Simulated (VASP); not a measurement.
Runs of VASP 6.6.1 on CsI. The structure is that of space group Pm-3m (No. 221), or close to it. The cells are those of the table. 

| task | level | potentials or basis | cell | cutoff (eV) | gap on the mesh (eV) | pressure (GPa) | relaxed volume (Å³/atom) |
| --- | --- | --- | --- | --- | --- | --- | --- |
| single point | r2SCAN+rVV10 | VASP PAW PBE potentials, release 64 (Cs_sv, I) | a = 4.537 Å, 2 atoms | 550 | (b) | 0.1 | - |
| relaxation of cell and atoms | PBE | VASP PAW PBE potentials, release 64 (Cs_sv, I) | relaxed from a = 4.567 Å, 2 atoms | 500 | 3.66 | 0.0 | 51.01 |
| relaxation of cell and atoms | LDA | VASP PAW LDA potentials, release 64 (Cs_sv, I) | relaxed from a = 4.567 Å, 2 atoms | 500 | 3.78 | 0.0 | 42.90 |
| single point | LDA | VASP PAW LDA potentials, release 64 (Cs_sv, I) | a = 4.404 Å, 2 atoms | 500 | 3.77 | 0.1 | - |
| relaxation of cell and atoms | PBEsol | VASP PAW PBE potentials, release 64 (Cs_sv, I) | relaxed from a = 4.567 Å, 2 atoms | 500 | 3.80 | 0.0 | 46.12 |
| single point | PBEsol | VASP PAW PBE potentials, release 64 (Cs_sv, I) | a = 4.506 Å, 2 atoms | 500 | 3.83 | 0.1 | - |
| single point | PBE | VASP PAW PBE potentials, release 64 (Cs_sv, I) | a = 4.668 Å, 2 atoms | 500 | (a) | 0.0 | - |
| relaxation of cell and atoms | r2SCAN+rVV10 | VASP PAW PBE potentials, release 64 (Cs_sv, I) | relaxed from a = 4.567 Å, 2 atoms | 550 | 4.52 | 0.0 | 47.13 |

Alike in all rows: no spin polarisation; k mesh 4 × 4 × 4; smearing gaussian 0.01 eV.

Problem. Fill in the values left out.

Solution. (a) 3.67; (b) 4.51.

Caveats: spin-orbit coupling is left out, which moves the levels of the heavy elements; the PAW data sets were made with another functional, which shifts forces and pressure a little (some runs).

A k mesh can miss the band edges, and the runs leave out spin-orbit coupling on Cs, I.
